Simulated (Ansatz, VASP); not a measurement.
## SrTe: VASP beside Ansatz

File INCAR:

```
ALGO = Normal
EDIFF = 1E-6
ENCUT = 500
GGA = PE
GGA_COMPAT = False
ISIF = 2
ISMEAR = 0
LASPH = True
LCHARG = False
LREAL = False
LWAVE = False
NBANDS = 15
NELM = 120
PREC = Accurate
SIGMA = 0.02
```

File KPOINTS:

```
k-points
0
Gamma
  8 8 8
```

POSCAR

```
SrTe
1.0
    0.0000000000      3.3596447207      3.3596447207
    3.3596447207      0.0000000000      3.3596447207
    3.3596447207      3.3596447207      0.0000000000
Sr Te
1 1
Direct
    0.0000000000      0.0000000000      0.0000000000
    0.5000000000      0.5000000000      0.5000000000
```

Input for Ansatz:

```yaml
crystal:
  lattice:
    - [0.0, 3.3596447247, 3.3596447247]
    - [3.3596447247, 0.0, 3.3596447247]
    - [3.3596447247, 3.3596447247, 0.0]
  atoms:
    - { symbol: Sr, position: [0.0, 0.0, 0.0] }
    - { symbol: Te, position: [0.5, 0.5, 0.5] }
basis:
  ecutwfc: 420
kpoints:
  mp_grid: { grid: [8, 8, 8] }
  band_path:
    path:
      - [[0.0, 0.0, 0.0], [0.5, 0.0, 0.5], [0.625, 0.25, 0.625]]
      - [[0.375, 0.375, 0.75], [0.0, 0.0, 0.0], [0.5, 0.5, 0.5], [0.5, 0.25, 0.75], [0.5, 0.0, 0.5]]
    npoints: 10
hamiltonian:
  xc: pbe
  pseudopotentials: { kind: paw, azcp: { folder: soft_1 } }
scf:
  occupations: { method: gaussian, width: 0.02 }
  n_extra_bands: 7
output:
  forces: true
  stress: true
  eigenvalues: true
```

Alike in both runs: task single point; functional PBE; k mesh 8 × 8 × 8; occupations gaussian, width 0.02 eV; no spin polarisation.

```csv
,VASP,Ansatz
version,VASP 6.6.1,Ansatz 0.2.0
potentials or method,"VASP PAW PBE potentials, release 64 (Sr_sv, Te), cutoff 500 eV","scalar-relativistic, plane waves, PAW"
valence electrons in the cell,16,26
```

|  | VASP | Ansatz | Ansatz less VASP |
| --- | --- | --- | --- |
| gap on the k mesh at the Fermi level (eV) | 1.76 | 1.78 | +0.022 |
| least direct gap on the mesh (eV) | 2.48 | 2.50 | +0.016 |
| pressure (GPa) | 0.1 | 0.0 | -0.08 |

VASP's potentials hold 16 valence electrons a cell and Ansatz's 26, so a difference there can come from the potentials and not from the codes.

Spin-orbit coupling is off throughout.
